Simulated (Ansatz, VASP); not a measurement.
**AlGaN2 in VASP and in Ansatz**

POSCAR

```
AlGaN2
1.0
    3.2954527410      0.0000000000      0.0000000000
    0.0000000000      3.2954527410      0.0000000000
    0.0000000000      0.0000000000      4.4223567276
Al Ga N
1 1 2
Direct
    0.5000000000      0.5000000000      0.5000000000
    0.0000000000      0.0000000000      0.0000000000
    0.5000000000      0.0000000000      0.7390831705
    0.0000000000      0.5000000000      0.2609168295
```

File INCAR.step1:

```
SYSTEM = AlGaN2
PREC = Accurate ; ENCUT = 520
ISMEAR = 0 ; SIGMA = 0.05
LREAL = .FALSE. ; LASPH = .TRUE.
NELM = 100 ; NBANDS = 21
GGA = PE ; ALGO = Normal
EDIFF = 1E-4 ; LWAVE = .TRUE.
LCHARG = .FALSE.
```

INCAR.step2

```
SYSTEM = AlGaN2
PREC = Accurate ; ENCUT = 520
EDIFF = 1E-6 ; ISMEAR = 0
SIGMA = 0.05 ; LREAL = .FALSE.
LASPH = .TRUE. ; NELM = 100
ALGO = Normal ; ISIF = 2
LWAVE = .FALSE. ; LCHARG = .FALSE.
METAGGA = R2SCAN ; LMIXTAU = .TRUE.
NBANDS = 21 ; ISTART = 1
```

The input KPOINTS:

```
regular mesh
0
G
  8 8 6
  0 0 0
```

Input for Ansatz:

```yaml
crystal:
  lattice:
    - [3.295452741, 0.0, 0.0]
    - [0.0, 3.295452741, 0.0]
    - [0.0, 0.0, 4.4223567276]
  atoms:
    - { symbol: Al, position: [0.5, 0.5, 0.5] }
    - { symbol: Ga, position: [0.0, 0.0, 0.0] }
    - { symbol: "N", position: [0.5, 0.0, 0.7390831705] }
    - { symbol: "N", position: [0.0, 0.5, 0.2609168295] }
basis:
  ecutwfc: 500
kpoints:
  mp_grid: { grid: [8, 8, 6] }
hamiltonian:
  xc: r2scan
scf:
  occupations: { method: gaussian, width: 0.05 }
output:
  forces: true
  stress: true
  eigenvalues: true
```

Change from the starting cell: strain +0.050 along x and y, +0.000 along z, atoms carried along.

Alike in both runs: task single point; functional r2SCAN; k mesh 8 × 8 × 6; occupations gaussian, width 0.05 eV; no spin polarisation.

|  | VASP | Ansatz |
| --- | --- | --- |
| version | VASP 6.6.1 | Ansatz 0.2.0 |
| potentials or method | VASP PAW PBE potentials, release 64 (Al, Ga_d, N), cutoff 520 eV | scalar-relativistic, plane waves, PAW |
| valence electrons in the cell | 26 | 26 |

VASP gave:

* gap on the k mesh at the Fermi level (eV): 2.67
* least direct gap on the mesh (eV): 2.67
* pressure (GPa): -16.2
* traceless stress, the component that is largest in VASP (GPa): 4.32
* rms of the force components (eV/Å): 0.056

Task: Which values does Ansatz return?

Result: gap on the k mesh at the Fermi level (eV): 2.66; least direct gap on the mesh (eV): 2.66; pressure (GPa): -16.4; traceless stress, the component that is largest in VASP (GPa): 4.31; rms of the force components (eV/Å): 0.027.

VASP's potentials were made for PBE, not for r2SCAN. Atom by atom the forces differ by 0.029 eV/Å (rms over components).
